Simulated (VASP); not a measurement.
Write the native input for VASP 6.6.1 that does the following.

```
Task                   : single point
Functional             : PBEsol
Potentials or basis    : VASP PAW PBE potentials, release 64 (Al, N)
Cutoff                 : 520 eV
k mesh                 : 12 × 12 × 6
Occupations            : gaussian, width 0.01 eV
Spin                   : no spin polarisation
Dipole correction      : no
Further INCAR settings : ALGO = Normal; EDIFF = 1e-06; NBANDS = 16
```

The structure of AlN lies in POSCAR:

```
AlN
1.0
    3.2806566769      0.0000000000      0.0000000000
   -1.6403283385      2.8411320233      0.0000000000
    0.0000000000      0.0000000000      4.1006653751
Al N
2 2
Direct
    0.3333333333      0.6666666667      0.7500000000
    0.6666666667      0.3333333333      0.2500000000
    0.3333333333      0.6666666667      0.2500000000
    0.6666666667      0.3333333333      0.7500000000
```

One way to write it, as run:

INCAR

```
SYSTEM = AlN
ALGO = Normal
EDIFF = 1E-6
ENCUT = 520
GGA = PS
ISIF = 2
ISMEAR = 0
LASPH = .True.
LCHARG = .False.
LREAL = .False.
LWAVE = .False.
NBANDS = 16
NELM = 80
PREC = Accurate
SIGMA = 0.01
```

KPOINTS

```
k-points
0
Gamma
  12 12 6
  0 0 0
```

Potentials or basis: VASP PAW PBE potentials, release 64 (Al, N).

Run with:

```bash
$ cat potpaw_PBE.64/Al/POTCAR potpaw_PBE.64/N/POTCAR > POTCAR
$ mpirun -np 1 vasp_std > vasp.out
```

Results of the run:

The pressure is 4.9 GPa. The band gap on the k mesh is 3.51 eV, direct.

Caveat: the PAW data sets were made with another functional, which shifts forces and pressure a little.

It took 12 s on 1 thread of Intel(R) Xeon(R) 6975P-C (Granite Rapids) (shared host), peak memory 0.16 GiB.
